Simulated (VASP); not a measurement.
Set up this calculation in VASP 6.6.1, as the native input.

| Quantity | Value |
| --- | --- |
| Task | single point |
| Functional | PBE |
| Potentials or basis | VASP PAW PBE potentials, release 64 (Ta_pv, N) |
| Cutoff | 520 eV |
| k mesh | 24 × 24 × 24 |
| Occupations | gaussian, width 0.15 eV |
| Spin | no spin polarisation |
| Dipole correction | no |
| Further INCAR settings | ALGO = Normal; EDIFF = 1e-07; NBANDS = 15 |

The structure of TaN lies in POSCAR:

```
TaN
1.0
    0.0000000000      2.1755052563      2.1423757347
    2.1755052563      0.0000000000      2.1423757347
    2.1755052563      2.1755052563      0.0000000000
Ta N
1 1
Direct
    0.5000000000      0.5000000000      0.5000000000
    0.0000000000      0.0000000000      0.0000000000
```

This cell differs from its parent crystal: strain -0.015 along x and y, -0.030 along z.

The input as run:

INCAR

```
  ALGO = Normal
  EDIFF = 1E-7
  ENCUT = 520
  GGA = PE
  ISIF = 2
  ISMEAR = 0
  LASPH = True
  LCHARG = False
  LREAL = False
  LWAVE = False
  NBANDS = 15
  NELM = 60
  PREC = Accurate
  SIGMA = 0.15
```

KPOINTS

```
k-points
0
Gamma
  24 24 24
```

Potentials or basis: VASP PAW PBE potentials, release 64 (Ta_pv, N).

Run with:

```bash
$ cat potpaw_PBE.64/Ta_pv/POTCAR potpaw_PBE.64/N/POTCAR > POTCAR
$ mpirun -np 1 vasp_std > vasp.out
```

It gave:

- Pressure: 24.2 GPa
- Band gap on the k mesh: zero (bands 8 and 9 overlap by 4.28 eV)

Caveat: the cell differs from its parent crystal (strain -0.015 along x and y, -0.030 along z); the stress differs along the axes, from 20 to 32 GPa; spin-orbit coupling is left out, which moves the levels of the heavy elements.

Run time: 5.3 min on 1 thread of Intel Xeon 8259CL, with other jobs on the host, peak memory 0.43 GiB.
